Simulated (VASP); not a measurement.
SrCl2, 3 atoms in the cell. The structure is tetragonal, space group I4/mmm (No. 139). Conventional cell: a = 5.690 Å, b = 5.690 Å, c = 5.231 Å, α = 90.00°, β = 90.00°, γ = 90.00°. Sr (site symmetry 4/mmm) has 8 Cl at 3.13 Å within 4.1 Å. Cl (site symmetry -4m2) has 2 Cl at 2.62 Å and 4 Sr at 3.13 Å within 3.5 Å.  This cell differs from its parent crystal: ratio of the length along z to the lengths across it x 0.65, volume and fractional coordinates fixed.

* Program: VASP 6.6.1
* Task: single point
* Functional: PBE
* Potentials or basis: VASP PAW PBE potentials, release 64 (Sr_sv, Cl)
* Cutoff: 520 eV
* k mesh: 6 × 6 × 6
* Occupations: gaussian, width 0.05 eV
* Spin: no spin polarisation
* Dipole correction: no
* Further INCAR settings: ALGO = Normal; EDIFF = 1e-06; NBANDS = 19

Potentials or basis: VASP PAW PBE potentials, release 64 (Sr_sv, Cl).

Command:

```sh
$ cat potpaw_PBE.64/Sr_sv/POTCAR potpaw_PBE.64/Cl/POTCAR > POTCAR
$ mpirun -np 1 vasp_std > vasp.out
```

Hardware: 1 thread of AMD EPYC 9R14 (Zen 4), on a shared host.

Estimate the wall time of this run.

Run time: 39 s on 1 thread of AMD EPYC 9R14 (Zen 4), on a shared host, peak memory 0.21 GiB. Counts: scf iterations 15, k points 30.
